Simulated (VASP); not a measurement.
# PbSe in VASP: further runs, part 3 of 3

VASP 6.6.1.

## Step 4: Single point, PBE

Input file POSCAR:

```
PbSe
1.0
    5.2170042374      0.0000000000      0.0000000000
   -2.6085021187      4.5180582012      0.0000000000
    0.0000000000      0.0000000000      6.2379148005
Pb Se
2 2
Direct
    0.3333333333      0.6666666667     -0.0620209164
    0.6666666667      0.3333333333      0.4379790836
    0.3333333333      0.6666666667      0.4380209164
    0.6666666667      0.3333333333      0.9380209164
```

Input file INCAR.step1:

```
SYSTEM = PbSe
PREC = Accurate ; ENCUT = 520
EDIFF = 1E-6 ; ISMEAR = -1
SIGMA = 0.08 ; LREAL = .FALSE.
LASPH = .TRUE. ; NELM = 100
ALGO = Normal ; ISIF = 2
LWAVE = .FALSE. ; LCHARG = .TRUE.
GGA = PE ; NBANDS = 28
```

Input file KPOINTS.step1:

```
Automatic mesh
0
G
  8 8 5
  0 0 0
```

Input file INCAR.step2:

```
SYSTEM = PbSe
PREC = Accurate ; ENCUT = 520
EDIFF = 1E-6 ; ISMEAR = -5
SIGMA = 0.08 ; LREAL = .FALSE.
LASPH = .TRUE. ; NELM = 100
ALGO = Normal ; ISIF = 2
LWAVE = .FALSE. ; LCHARG = .FALSE.
GGA = PE ; LORBIT = 11
NBANDS = 28 ; NEDOS = 2001
ICHARG = 11
```

Input file KPOINTS.step2:

```
Automatic mesh
0
G
  12 12 8
  0 0 0
```

Potentials or basis: VASP PAW PBE potentials, release 64 (Pb_d, Se).

Command:

```bash
cat potpaw_PBE.64/Pb_d/POTCAR potpaw_PBE.64/Se/POTCAR > POTCAR
cp INCAR.step1 INCAR
cp KPOINTS.step1 KPOINTS
mpirun -np 1 vasp_std > vasp.out
cp INCAR.step2 INCAR
cp KPOINTS.step2 KPOINTS
mpirun -np 1 vasp_std > vasp.out
```

OUTCAR:

```text
SYSTEM = PbSe
   PREC = Accurate
   ENCUT = 520
   EDIFF = 1E-6
   ISMEAR = -5
   LREAL = .FALSE.
   LASPH = .TRUE.
   NELM = 100
   ISIF = 2
   GGA = PE
   LORBIT = 11
   ICHARG = 11

 ion  position               nearest neighbor table
   1  0.333  0.667  0.938-   4 3.01   4 3.01   4 3.01   3 3.12   3 3.12
   2  0.667  0.333  0.438-   3 3.01   3 3.01   3 3.01   4 3.12   4 3.12
   3  0.333  0.667  0.438-   2 3.01   2 3.01   2 3.01   1 3.12   1 3.12
   4  0.667  0.333  0.938-   1 3.01   1 3.01   1 3.01   2 3.12   2 3.12

  LATTYP: Found a hexagonal cell.
 ALAT       =     5.2170042374
 C/A-ratio  =     1.1956890423

  Lattice vectors:

 A1 = (   5.2170042374,   0.0000000000,   0.0000000000)
 A2 = (  -2.6085021187,   4.5180582012,   0.0000000000)
 A3 = (   0.0000000000,   0.0000000000,   6.2379148005)

Analysis of symmetry for initial positions (statically):
=====================================================================
 Subroutine PRICEL returns:
 Original cell was already a primitive cell.

 Routine SETGRP: Setting up the symmetry group for a
 hexagonal supercell.

 Subroutine GETGRP returns: Found 12 space group operations
 (whereof  6 operations were pure point group operations)
 out of a pool of 24 trial point group operations.

The static configuration has the point symmetry C_3v.
 The point group associated with its full space group is C_6v.

Analysis of symmetry for dynamics (positions and initial velocities):
=====================================================================
 Subroutine PRICEL returns:
 Original cell was already a primitive cell.

 Routine SETGRP: Setting up the symmetry group for a
 hexagonal supercell.

 Subroutine GETGRP returns: Found 12 space group operations
 (whereof  6 operations were pure point group operations)
 out of a pool of 24 trial point group operations.

The dynamic configuration has the point symmetry C_3v.
 The point group associated with its full space group is C_6v.

 Subroutine INISYM returns: Found 12 space group operations
 (whereof  6 operations are pure point group operations),
 and found     1 'primitive' translations

----------------------------------------------------------------------------------------

                                     Primitive cell

  volume of cell :     147.0322

  direct lattice vectors                    reciprocal lattice vectors
     5.217004237  0.000000000  0.000000000     0.191680887  0.110667012  0.000000000
    -2.608502119  4.518058201  0.000000000     0.000000000  0.221334023  0.000000000
     0.000000000  0.000000000  6.237914800     0.000000000  0.000000000  0.160309980

  length of vectors
     5.217004237  5.217004237  6.237914800     0.221334023  0.221334023  0.160309980

  position of ions in fractional coordinates (direct lattice)
     0.333333333  0.666666667  0.937979084
     0.666666667  0.333333333  0.437979084
     0.333333333  0.666666667  0.438020916
     0.666666667  0.333333333  0.938020916

  ion indices of the primitive-cell ions
   primitive index   ion index
                 1           1
                 2           2
                 3           3
[... 37 lines left out ...]
  0.416667  0.000000  0.000000      6.000000
[... 16 lines left out ...]
  0.250000  0.000000  0.125000     12.000000
  0.333333  0.000000  0.125000     12.000000
 [... further k-points ...]
   k-points           NKPTS =     95   k-points in BZ     NKDIM =     95   number of bands    NBANDS=     28
   number of dos      NEDOS =   2001   number of ions     NIONS =      4
   total plane-waves  NPLWV =  76800
   dimension x,y,z NGX =    40 NGY =   40 NGZ =   48
   dimension x,y,z NGXF=    80 NGYF=   80 NGZF=   96
   ions per type =               2   2
   NGX,Y,Z   is equivalent  to a cutoff of  12.75, 12.75, 12.79 a.u.
   NGXF,Y,Z  is equivalent  to a cutoff of  25.49, 25.49, 25.58 a.u.
 SYSTEM =  PbSe
   PREC   = accura    normal or accurate (medium, high low for compatibility)
   ISTART =      0    job   : 0-new  1-cont  2-samecut
   ICHARG =     11    charge: 1-file 2-atom 10-const
   ISPIN  =      1    spin polarized calculation?
   LNONCOLLINEAR =      F non collinear calculations
   LSORBIT =      F    spin-orbit coupling
   LASPH  =      T    aspherical Exc in radial PAW
   ENCUT  =  520.0 eV  38.22 Ry    6.18 a.u.   9.70  9.70 11.60*2*pi/ulx,y,z
   NELM   =    100;   NELMIN=  2; NELMDL=  0     # of ELM steps
   EDIFF  = 0.1E-05   stopping-criterion for ELM
   LREAL  =      F    real-space projection
   EDIFFG = 0.1E-04   stopping-criterion for IOM
   NSW    =      0    number of steps for IOM
   IBRION =     -1    ionic relax: 0-MD 1-quasi-New 2-CG
   NFREE  =      0    steps in history (QN), initial steepest desc. (CG)
   ISIF   =      2    stress and relaxation
   ISYM   =      2    0-nonsym 1-usesym 2-fastsym
   POTIM  = 0.5000    time-step for ionic-motion
   TEBEG  =    0.0;   TEEND  =   0.0 temperature during run
   PSTRESS=    0.0 pullay stress
   NELECT =      40.0000    total number of electrons
   NUPDOWN=      -1.0000    fix difference up-down
   EMIN   =  10.00;   EMAX   =-10.00  energy-range for DOS
   EFERMI =   0.00;   METHOD = LEGACY
   ISMEAR =    -5;   SIGMA  =   0.08  broadening in eV -4-tet -1-fermi 0-gaus
   EFERMI_NEDOS =   21; number of points for ismear=-14 and -15
   IALGO  =     38    algorithm
   IMIX   =      4    mixing-type and parameters
     AMIX     =   0.40;   BMIX     =  1.00
     AMIX_MAG =   1.60;   BMIX_MAG =  1.00
  volume/ion in A,a.u.               =      36.76       248.06
  Fermi-wavevector in a.u.,A,eV,Ry     =   1.060777  2.004577 15.309921  1.125247
  Thomas-Fermi vector in A             =   2.196170
   LORBIT       =     11    0 simple, 1 ext, 2 COOP (PROOUT), +10 PAW based schemes
   GGA     = PE    functional components
   LHFCALC =     F    Hartree Fock is set to
   AEXX    =    0.0000 exact exchange contribution
   IVDW    =     0    specifies the selected vdW correction
   LEPSILON=     F    determine dielectric tensor
   LRPA    =     F    only Hartree local field effects (RPA)
 non-spin polarized calculation
 Fermi weights with tetrahedron method with Bloechl corrections
  energy-cutoff  :      520.00
  volume of cell :      147.03
 maximum number of plane-waves:      3990
 NGX is ok and might be reduce to    40

 number of electron      39.9999996 magnetization

 Free energy of the ion-electron system (eV)
  ---------------------------------------------------
  ext. energy  EPLUGINS =         0.00000000
  ---------------------------------------------------
  free energy    TOTEN  =       -16.09047157 eV

  energy without entropy =      -16.09047157  energy(sigma->0) =      -16.09047157

 E-fermi :   2.8920     XC(G=0):  -8.1288

 val. band max:        2.8794353100   @ k =   0.3333   0.3333   0.5000
 cond. band min:       4.0745240338   @ k =   0.3333   0.3333   0.5000
 fundamental gap:      1.1950887238
 Fermi energy:         2.8919971723

 k-point     1 :       0.0000    0.0000    0.0000
  band No.  band energies     occupation
      1     -13.9315      2.00000
      2     -13.8646      2.00000
      3     -13.8646      2.00000
      4     -13.8639      2.00000
      5     -13.8639      2.00000
      6     -13.8565      2.00000
[... 733 lines left out ...]
     27       8.8032      0.00000
     28       9.0853      0.00000

 [... further k-points ...]

------------------------ aborting loop because EDIFF is reached ----------------------------------------

  FORCE on cell =-STRESS in cart. coord.  units (eV):
  Direction    XX          YY          ZZ          XY          YZ          ZX
  --------------------------------------------------------------------------------------
  -------------------------------------------------------------------------------------
  Total       -0.0285855     -0.0285855      0.0703608      0.0000000      0.0000000      0.0000000
  in kB       -0.3114900     -0.3114900      0.7667062      0.0000000      0.0000000      0.0000000
  external PRESSURE =       0.0479088 kB  Pullay stress =       0.0000000 kB

 VOLUME and BASIS-vectors are now :
 -----------------------------------------------------------------------------
  energy-cutoff  :      520.00
  volume of cell :      147.03
      direct lattice vectors                 reciprocal lattice vectors
     5.217004237  0.000000000  0.000000000     0.191680887  0.110667012  0.000000000
    -2.608502119  4.518058201  0.000000000     0.000000000  0.221334023  0.000000000
     0.000000000  0.000000000  6.237914800     0.000000000  0.000000000  0.160309980

 POSITION                                       TOTAL-FORCE (eV/Angst)
 -----------------------------------------------------------------------------------
     -0.00000      3.01204      5.85103         0.000000      0.000000      0.000096
      2.60850      1.50602      2.73208        -0.000000      0.000000      0.000096
     -0.00000      3.01204      2.73234        -0.000000      0.000000     -0.000096
      2.60850      1.50602      5.85129        -0.000000     -0.000000     -0.000096
 -----------------------------------------------------------------------------------
    total drift:                               -0.000000      0.000000      0.000107

  FREE ENERGIE OF THE ION-ELECTRON SYSTEM (eV)
  ---------------------------------------------------
  free  energy   TOTEN  =       -16.0904715748 eV

  energy  without entropy=      -16.0904715748  energy(sigma->0) =      -16.09047157

 total charge

# of ion       s       p       d       tot
------------------------------------------
    1        1.476   0.530   9.831  11.837
    2        1.476   0.530   9.831  11.837
    3        1.469   2.319   0.013   3.802
    4        1.469   2.319   0.013   3.802
--------------------------------------------------
tot          5.890   5.699  19.688  31.277
```

Wall time 4.3 min (1 thread of Intel Xeon Platinum 8259CL at 2.50GHz (Skylake/Cascade Lake), shared host); peak memory 0.48 GiB.

What came out:

```
Valence electrons inside the program's atomic spheres : Pb 11.84; Se 3.80
```

Caveat: spin-orbit coupling is left out, which moves the levels of the heavy elements.
